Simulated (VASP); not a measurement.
# SiW3 (Im-3m) in VASP: further runs

Runs on SiW3. Level: PBEsol. Tasks: single point.

Program: VASP 6.6.1. These are calculated values, not measurements. Logs are shortened: lines on timing, memory, paths and dates and some standing lists are left out, and cuts for length are marked.

## Step 1: The cell of the first run

It takes space group Im-3m (No. 229, cubic). Conventional cell: a = 5.154 Å, b = 5.154 Å, c = 5.154 Å, α = 90.00°, β = 90.00°, γ = 90.00°. Si (site symmetry m-3m) has 6 W at 2.58 Å within 3.4 Å. W (site symmetry 4/mmm) has 2 Si at 2.58 Å and 4 W at 2.58 Å within 3.4 Å.

## Step 2: Single point, PBEsol

The input, INCAR:

```
PREC = Accurate
ENCUT = 520
EDIFF = 1E-6
ISMEAR = 0
SIGMA = 0.1
LREAL = F
LASPH = T
NELM = 80
ALGO = Fast
ISIF = 2
LWAVE = F
LCHARG = T
GGA = PS
LELF = T
LVHAR = T
NBANDS = 31
```

The input, KPOINTS:

```
regular mesh
0
Gamma
  12 12 12
```

The input, POSCAR:

```
SiW3
1.0
   -2.5771952866      2.5771952866      2.5771952866
    2.5771952866     -2.5771952866      2.5771952866
    2.5771952866      2.5771952866     -2.5771952866
Si W
1 3
Direct
    0.0000000000      0.0000000000      0.0000000000
    0.5000000000      0.5000000000      0.0000000000
    0.5000000000      0.0000000000      0.5000000000
    0.0000000000      0.5000000000      0.5000000000
```

Potentials or basis: VASP PAW PBE potentials, release 64 (Si, W_sv).

The run is started by

```console
$ cat potpaw_PBE.64/Si/POTCAR potpaw_PBE.64/W_sv/POTCAR > POTCAR
$ mpirun -np 1 vasp_std > vasp.out
```

OUTCAR:

```text
PREC = Accurate
   ENCUT = 520
   EDIFF = 1E-6
   ISMEAR = 0
   LREAL = F
   LASPH = T
   NELM = 80
   ISIF = 2
   GGA = PS

 ion  position               nearest neighbor table
   1  0.000  0.000  0.000-   2 2.58   3 2.58   4 2.58   4 2.58   3 2.58   2 2.58
   2  0.500  0.500  0.000-   1 2.58   3 2.58   4 2.58   3 2.58   4 2.58   1 2.58
   3  0.500  0.000  0.500-   1 2.58   2 2.58   4 2.58   2 2.58   1 2.58   4 2.58
   4  0.000  0.500  0.500-   1 2.58   2 2.58   3 2.58   1 2.58   2 2.58   3 2.58

  LATTYP: Found a body centered cubic cell.
 ALAT       =     5.1543905732

  Lattice vectors:

 A1 = (  -2.5771952866,   2.5771952866,   2.5771952866)
 A2 = (   2.5771952866,  -2.5771952866,   2.5771952866)
 A3 = (   2.5771952866,   2.5771952866,  -2.5771952866)

Analysis of symmetry for initial positions (statically):
=====================================================================
 Subroutine PRICEL returns:
 Original cell was already a primitive cell.

 Routine SETGRP: Setting up the symmetry group for a
 body centered cubic supercell.

 Subroutine GETGRP returns: Found 48 space group operations
 (whereof 48 operations were pure point group operations)
 out of a pool of 48 trial point group operations.

The static configuration has the point symmetry O_h .

Analysis of symmetry for dynamics (positions and initial velocities):
=====================================================================
 Subroutine PRICEL returns:
 Original cell was already a primitive cell.

 Routine SETGRP: Setting up the symmetry group for a
 body centered cubic supercell.

 Subroutine GETGRP returns: Found 48 space group operations
 (whereof 48 operations were pure point group operations)
 out of a pool of 48 trial point group operations.

The dynamic configuration has the point symmetry O_h .

 Subroutine INISYM returns: Found 48 space group operations
 (whereof 48 operations are pure point group operations),
 and found     1 'primitive' translations

----------------------------------------------------------------------------------------

                                     Primitive cell

  volume of cell :      68.4703

  direct lattice vectors                    reciprocal lattice vectors
    -2.577195287  2.577195287  2.577195287     0.000000000  0.194009357  0.194009357
     2.577195287 -2.577195287  2.577195287     0.194009357  0.000000000  0.194009357
     2.577195287  2.577195287 -2.577195287     0.194009357  0.194009357  0.000000000

  length of vectors
     4.463833177  4.463833177  4.463833177     0.274370664  0.274370664  0.274370664

  position of ions in fractional coordinates (direct lattice)
     0.000000000  0.000000000  0.000000000
     0.500000000  0.500000000  0.000000000
     0.500000000  0.000000000  0.500000000
     0.000000000  0.500000000  0.500000000

  ion indices of the primitive-cell ions
   primitive index   ion index
                 1           1
                 2           2
                 3           3
                 4           4

----------------------------------------------------------------------------------------

 KPOINTS: regular mesh

Automatic generation of k-mesh.
 Grid dimensions read from file:
 generate k-points for:   12   12   12

 Generating k-lattice:

  Cartesian coordinates                     Fractional coordinates (reciprocal lattice)
     0.000000000  0.016167446  0.016167446     0.083333333  0.000000000  0.000000000
     0.016167446  0.000000000  0.016167446     0.000000000  0.083333333  0.000000000
     0.016167446  0.016167446  0.000000000     0.000000000  0.000000000  0.083333333

  Length of vectors
     0.022864222  0.022864222  0.022864222

  Shift w.r.t. Gamma in fractional coordinates (k-lattice)
     0.000000000  0.000000000  0.000000000

 Subroutine IBZKPT returns following result:
 ===========================================

 Found     72 irreducible k-points:

 Following reciprocal coordinates:
            Coordinates               Weight
  0.000000  0.000000  0.000000      1.000000
  0.083333  0.000000  0.000000     12.000000
  0.166667  0.000000  0.000000     12.000000
  0.250000  0.000000  0.000000     12.000000
  0.333333  0.000000  0.000000     12.000000
  0.416667  0.000000  0.000000     12.000000
[... 16 lines left out ...]
  0.333333  0.083333  0.083333     24.000000
  0.416667  0.083333  0.083333     12.000000
 [... further k-points ...]
   k-points           NKPTS =     72   k-points in BZ     NKDIM =     72   number of bands    NBANDS=     31
   number of dos      NEDOS =    301   number of ions     NIONS =      4
   total plane-waves  NPLWV =  46656
   dimension x,y,z NGX =    36 NGY =   36 NGZ =   36
   dimension x,y,z NGXF=    72 NGYF=   72 NGZF=   72
   ions per type =               1   3
   NGX,Y,Z   is equivalent  to a cutoff of  13.41, 13.41, 13.41 a.u.
   NGXF,Y,Z  is equivalent  to a cutoff of  26.81, 26.81, 26.81 a.u.
 SYSTEM =  unknown system
   PREC   = accura    normal or accurate (medium, high low for compatibility)
   ISTART =      0    job   : 0-new  1-cont  2-samecut
   ICHARG =      2    charge: 1-file 2-atom 10-const
   ISPIN  =      1    spin polarized calculation?
   LNONCOLLINEAR =      F non collinear calculations
   LSORBIT =      F    spin-orbit coupling
   LASPH  =      T    aspherical Exc in radial PAW
   ENCUT  =  520.0 eV  38.22 Ry    6.18 a.u.   8.30  8.30  8.30*2*pi/ulx,y,z
   NELM   =     80;   NELMIN=  2; NELMDL= -5     # of ELM steps
   EDIFF  = 0.1E-05   stopping-criterion for ELM
   LREAL  =      F    real-space projection
   EDIFFG = 0.1E-04   stopping-criterion for IOM
   NSW    =      0    number of steps for IOM
   IBRION =     -1    ionic relax: 0-MD 1-quasi-New 2-CG
   NFREE  =      0    steps in history (QN), initial steepest desc. (CG)
   ISIF   =      2    stress and relaxation
   ISYM   =      2    0-nonsym 1-usesym 2-fastsym
   POTIM  = 0.5000    time-step for ionic-motion
   TEBEG  =    0.0;   TEEND  =   0.0 temperature during run
   PSTRESS=    0.0 pullay stress
   NELECT =      46.0000    total number of electrons
   NUPDOWN=      -1.0000    fix difference up-down
   EMIN   =  10.00;   EMAX   =-10.00  energy-range for DOS
   EFERMI =   0.00;   METHOD = LEGACY
   ISMEAR =     0;   SIGMA  =   0.10  broadening in eV -4-tet -1-fermi 0-gaus
   EFERMI_NEDOS =   21; number of points for ismear=-14 and -15
   IALGO  =     68    algorithm
   IMIX   =      4    mixing-type and parameters
     AMIX     =   0.40;   BMIX     =  1.00
     AMIX_MAG =   1.60;   BMIX_MAG =  1.00
  volume/ion in A,a.u.               =      17.12       115.52
  Fermi-wavevector in a.u.,A,eV,Ry     =   1.433816  2.709520 27.971246  2.055829
  Thomas-Fermi vector in A             =   2.553293
   LORBIT       =      0    0 simple, 1 ext, 2 COOP (PROOUT), +10 PAW based schemes
   GGA     = PS    functional components
   LHFCALC =     F    Hartree Fock is set to
   AEXX    =    0.0000 exact exchange contribution
   IVDW    =     0    specifies the selected vdW correction
   LEPSILON=     F    determine dielectric tensor
   LRPA    =     F    only Hartree local field effects (RPA)
 non-spin polarized calculation
 RMM-DIIS sequential band-by-band and
 Gauss-broadening in eV      SIGMA  =   0.10
  energy-cutoff  :      520.00
  volume of cell :       68.47
 maximum number of plane-waves:      1878
 NGX is ok and might be reduce to    36

 number of electron      46.0000008 magnetization

 Free energy of the ion-electron system (eV)
  ---------------------------------------------------
  ext. energy  EPLUGINS =         0.00000000
  ---------------------------------------------------
  free energy    TOTEN  =       -41.69729442 eV

  energy without entropy =      -41.67159250  energy(sigma->0) =      -41.68444346

 E-fermi :   9.3266     XC(G=0): -12.5376

 val. band max:        9.3235138268   @ k =   0.3333   0.1667   0.0000
 cond. band min:       9.3294620921   @ k =   0.3333   0.2500  -0.0000
 fundamental gap:      0.0059482653
 Fermi energy:         9.3266457648

 k-point     1 :       0.0000    0.0000    0.0000
  band No.  band energies     occupation
      1     -64.6019      2.00000
      2     -64.4151      2.00000
      3     -64.4151      2.00000
      4     -29.4394      2.00000
      5     -29.4394      2.00000
      6     -29.4394      2.00000
[... 23 lines left out ...]
     30      13.2359      0.00000
     31      14.9329      0.00000

 k-point     2 :       0.0833    0.0000    0.0000
  band No.  band energies     occupation
      1     -64.5991      2.00000
      2     -64.4179      2.00000
      3     -64.4152      2.00000
      4     -29.4398      2.00000
      5     -29.4170      2.00000
      6     -29.4157      2.00000
[... 23 lines left out ...]
     30      13.1321      0.00000
     31      14.6155      0.00000

 k-point     3 :       0.1667    0.0000    0.0000
  band No.  band energies     occupation
      1     -64.5908      2.00000
      2     -64.4261      2.00000
      3     -64.4153      2.00000
      4     -29.4409      2.00000
      5     -29.3512      2.00000
      6     -29.3463      2.00000
[... 23 lines left out ...]
     30      12.8750      0.00000
     31      13.9951      0.00000

 k-point     4 :       0.2500    0.0000    0.0000
  band No.  band energies     occupation
      1     -64.5779      2.00000
      2     -64.4389      2.00000
      3     -64.4156      2.00000
      4     -29.4424      2.00000
      5     -29.2458      2.00000
      6     -29.2356      2.00000
[... 23 lines left out ...]
     30      12.7549      0.00000
     31      13.0375      0.00000

 k-point     5 :       0.3333    0.0000    0.0000
  band No.  band energies     occupation
      1     -64.5621      2.00000
      2     -64.4547      2.00000
      3     -64.4159      2.00000
      4     -29.4440      2.00000
      5     -29.1081      2.00000
      6     -29.0915      2.00000
[... 23 lines left out ...]
     30      12.6277      0.00000
     31      12.7385      0.00000
[... 542 lines left out ...]
     30      13.2259      0.00000
     31      13.7414      0.00000

 k-point    22 :       0.2500    0.0833    0.0833
  band No.  band energies     occupation
      1     -64.5557      2.00000
      2     -64.4529      2.00000
      3     -64.4242      2.00000
      4     -29.3524      2.00000
      5     -29.1062      2.00000
      6     -29.0901      2.00000
[... 23 lines left out ...]
     30      12.5576      0.00000
     31      13.4246      0.00000

 k-point    23 :       0.3333    0.0833    0.0833
  band No.  band energies     occupation
      1     -64.5392      2.00000
      2     -64.4694      2.00000
      3     -64.4244      2.00000
      4     -29.3535      2.00000
      5     -28.9527      2.00000
      6     -28.9256      2.00000
[... 23 lines left out ...]
     30      12.2273      0.00000
     31      13.6570      0.00000

 k-point    24 :       0.4167    0.0833    0.0833
  band No.  band energies     occupation
      1     -64.5307      2.00000
      2     -64.4778      2.00000
      3     -64.4245      2.00000
      4     -29.3539      2.00000
      5     -28.8932      2.00000
      6     -28.8317      2.00000
[... 23 lines left out ...]
     30      12.2089      0.00000
     31      13.7419      0.00000

 [... further k-points ...]
[... 5 lines left out ...]
  --------------------------------------------------------------------------------------
  -------------------------------------------------------------------------------------
  Total        0.2276996      0.2276996      0.2276996     -0.0000000     -0.0000000     -0.0000000
  in kB        5.3280824      5.3280824      5.3280824     -0.0000000     -0.0000000     -0.0000000
  external PRESSURE =       5.3280824 kB  Pullay stress =       0.0000000 kB

 VOLUME and BASIS-vectors are now :
 -----------------------------------------------------------------------------
  energy-cutoff  :      520.00
  volume of cell :       68.47
      direct lattice vectors                 reciprocal lattice vectors
    -2.577195287  2.577195287  2.577195287     0.000000000  0.194009357  0.194009357
     2.577195287 -2.577195287  2.577195287     0.194009357  0.000000000  0.194009357
     2.577195287  2.577195287 -2.577195287     0.194009357  0.194009357  0.000000000

 POSITION                                       TOTAL-FORCE (eV/Angst)
 -----------------------------------------------------------------------------------
      0.00000      0.00000      0.00000         0.000000     -0.000000     -0.000000
      0.00000      0.00000      2.57720         0.000000      0.000000     -0.000000
      0.00000      2.57720      0.00000        -0.000000      0.000000      0.000000
      2.57720      0.00000      0.00000         0.000000     -0.000000     -0.000000
 -----------------------------------------------------------------------------------
    total drift:                                0.000000      0.000000     -0.000000

  FREE ENERGIE OF THE ION-ELECTRON SYSTEM (eV)
  ---------------------------------------------------
  free  energy   TOTEN  =       -41.6972944241 eV

  energy  without entropy=      -41.6715925016  energy(sigma->0) =      -41.68444346
```

Run time: 92 s. Hardware: 1 thread of Intel Xeon 6975P-C (Granite Rapids), shared host; peak memory 0.29 GiB.

What came out:

| Item | Value |
| --- | --- |
| Free energy | -41.6973 eV |
| Pressure | 0.5 GPa |
| Band gap on the k mesh | zero (bands 23 and 24 overlap by 1.59 eV) |

Caveat: the PAW data sets were made with another functional, which shifts forces and pressure a little; spin-orbit coupling is left out, which moves the levels of the heavy elements.

## Step 3: Single point, PBEsol

The input, INCAR:

```
  PREC = Accurate
  ENCUT = 520
  EDIFF = 1E-6
  ISMEAR = 0
  SIGMA = 0.15
  LREAL = False
  LASPH = True
  NELM = 80
  ALGO = Fast
  ISIF = 2
  LWAVE = False
  LCHARG = False
  GGA = PS
  NBANDS = 31
```

The input, KPOINTS:

```
regular mesh
0
Gamma
  14 14 14
```

POSCAR is that of step 2.

Potentials or basis: VASP PAW PBE potentials, release 64 (Si, W_sv).

The run is started by

```console
$ cat potpaw_PBE.64/Si/POTCAR potpaw_PBE.64/W_sv/POTCAR > POTCAR
$ mpirun -np 1 vasp_std > vasp.out
```

Wall time 2.2 min (1 thread of Intel Xeon 6975P-C (Granite Rapids), shared host); peak memory 0.32 GiB.

It converged, with:

* Free energy: -41.7090 eV
* Pressure: 0.4 GPa
* Band gap on the k mesh: zero (bands 23 and 24 overlap by 1.74 eV)

Levels at points of the mesh, in eV from the Fermi level:
| k point | band 21 | band 22 | band 23 | band 24 | band 25 | band 26 |
| --- | --- | --- | --- | --- | --- | --- |
| (0.00, 0.00, 0.00) | -0.31 | -0.31 | 0.45 | 0.45 | 2.00 | 2.00 |
| (0.50, 0.00, 0.00) | -1.06 | -0.46 | -0.43 | -0.35 | -0.25 | 0.78 |
| (0.50, 0.50, 0.50) | -2.79 | -2.79 | 0.01 | 0.01 | 1.16 | 1.16 |

Caveat: the PAW data sets were made with another functional, which shifts forces and pressure a little; spin-orbit coupling is left out, which moves the levels of the heavy elements.

## Step 4: Single point, PBEsol

This run uses another cell than the first one: it holds 8 atoms, not 4.

The input, INCAR:

```
SYSTEM = SiW3
ALGO     = Fast           ! electronic algorithm
EDIFF    = 1E-6           ! SCF threshold, eV
ENCUT    = 520            ! plane-wave cutoff, eV
GGA      = PS             ! functional
ISIF     = 2              ! what is computed and relaxed
ISMEAR   = 0              ! smearing method
LASPH    = .True.         ! aspherical terms in the spheres
LCHARG   = .True.         ! write CHGCAR
LELF     = .True.         ! ELF
LREAL    = .False.        ! projectors in reciprocal space
LVHAR    = .True.       
LWAVE    = .False.        ! write WAVECAR
NBANDS   = 56             ! bands
NELM     = 100            ! most SCF steps
PREC     = Accurate       ! precision mode
SIGMA    = 0.15           ! smearing width, eV
```

The input, KPOINTS:

```
k-points
0
Gamma
  10 10 10
  0 0 0
```

The input, POSCAR:

```
SiW3
1.0
    0.0000000000     -5.1543905733      0.0000000000
   -5.1543905733      0.0000000000      0.0000000000
    0.0000000000      0.0000000000     -5.1543905733
Si W
2 6
Direct
    0.0000000000      0.0000000000      0.0000000000
    0.5000000000      0.5000000000      0.5000000000
    0.5000000000      0.5000000000      0.0000000000
    1.0000000000      1.0000000000      0.5000000000
    0.5000000000      0.0000000000      0.0000000000
    0.0000000000      0.5000000000      0.5000000000
    0.5000000000      0.0000000000      0.5000000000
    0.0000000000      0.5000000000      0.0000000000
```

The run is started by

```console
$ cat potpaw_PBE.64/Si/POTCAR potpaw_PBE.64/W_sv/POTCAR > POTCAR
$ mpirun -np 1 vasp_std > vasp.out
```

Wall time 3.9 min (1 thread of Intel Xeon 6975P-C (Granite Rapids), shared host); peak memory 0.45 GiB.

The run converged. Its results:

```yaml
Free_energy: -83.4366 eV
Pressure: 0.7 GPa
Band_gap_on_the_k_mesh: zero (bands 46 and 47 overlap by 1.01 eV)
```

Levels at points of the mesh, in eV from the Fermi level:
```
           k point  band 43  band 44  band 45  band 46  band 47  band 48  band 49  band 50
(0.00, 0.00, 0.00)    -0.31    -0.31     0.01     0.01     0.45     0.45     1.17     1.17
(0.50, 0.00, 0.00)    -0.56    -0.56    -0.31    -0.31     0.10     0.10     0.88     0.88
(0.50, 0.50, 0.00)    -0.45    -0.45    -0.42    -0.42    -0.33    -0.33    -0.24    -0.24
(0.50, 0.50, 0.50)    -0.95    -0.95    -0.89    -0.89    -0.11    -0.11    -0.11    -0.11
```

Caveat: the PAW data sets were made with another functional, which shifts forces and pressure a little; spin-orbit coupling is left out, which moves the levels of the heavy elements.

## Step 5: Overview

```tsv
cell	k mesh	smearing	further INCAR settings	gap on the mesh (eV)	pressure (GPa)
a = 4.464 Å, angles 109.5°, 4 atoms, atomic positions A	12 × 12 × 12	gaussian 0.1 eV	ALGO = Fast; EDIFF = 1e-06; NBANDS = 31	none	0.5
a = 4.464 Å, angles 109.5°, 4 atoms, atomic positions A	14 × 14 × 14	gaussian 0.15 eV	ALGO = Fast; EDIFF = 1e-06; NBANDS = 31	none	0.4
a = 5.154 Å, 8 atoms, atomic positions B	10 × 10 × 10	gaussian 0.15 eV	ALGO = Fast; EDIFF = 1e-06; NBANDS = 56	none	0.7
```

Alike in all rows: task single point; level PBEsol; potentials or basis VASP PAW PBE potentials, release 64 (Si, W_sv); no spin polarisation; cutoff (eV) 520.

Caveats: the PAW data sets were made with another functional, which shifts forces and pressure a little; spin-orbit coupling is left out, which moves the levels of the heavy elements.

Total energies depend on the potentials used, so only differences within one code and one set of settings carry meaning.
